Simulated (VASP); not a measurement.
C: single point with r2SCAN

Crystal: C.

```
C
1.0
     0.00000    1.78014    1.78014
     1.78014    0.00000    1.78014
     1.78014    1.78014    0.00000
C
2
Cartesian
  0.0000 0.0000 0.0000
  0.8901 0.8901 0.8901
```

```
Program                : VASP 6.6.1
Task                   : single point
Functional             : r2SCAN
Potentials or basis    : VASP PAW PBE potentials, release 64 (C)
Cutoff                 : 660 eV
k mesh                 : 26 × 26 × 26
Occupations            : gaussian, width 0.02 eV
Spin                   : no spin polarisation
Dipole correction      : no
Further INCAR settings : ALGO = Normal; EDIFF = 1e-06; NBANDS = 11
```

```
Pressure               : 0.1 GPa
Band gap on the k mesh : 4.34 eV (least direct gap 5.85 eV)
```

Levels at points of the mesh, in eV from the valence-band top:
| k point | band 1 | band 2 | band 3 | band 4 | band 5 | band 6 | band 7 | band 8 |
| --- | --- | --- | --- | --- | --- | --- | --- | --- |
| (0.00, 0.00, 0.00) | -22.77 | 0.00 | 0.00 | 0.00 | 5.85 | 5.85 | 5.85 | 13.95 |
| (0.50, 0.00, 0.00) | -16.79 | -14.11 | -2.99 | -2.99 | 8.90 | 8.90 | 9.20 | 16.75 |
| (0.50, 0.50, 0.00) | -13.63 | -13.63 | -6.69 | -6.69 | 5.01 | 5.01 | 17.96 | 17.96 |

Wall time 7.1 min on 1 thread of Oxide Virtual Turin-like Processor, on a shared host, peak memory 0.15 GiB.

Caveat: the PAW data sets were made with another functional, which shifts forces and pressure a little. A k mesh can miss the band edges.
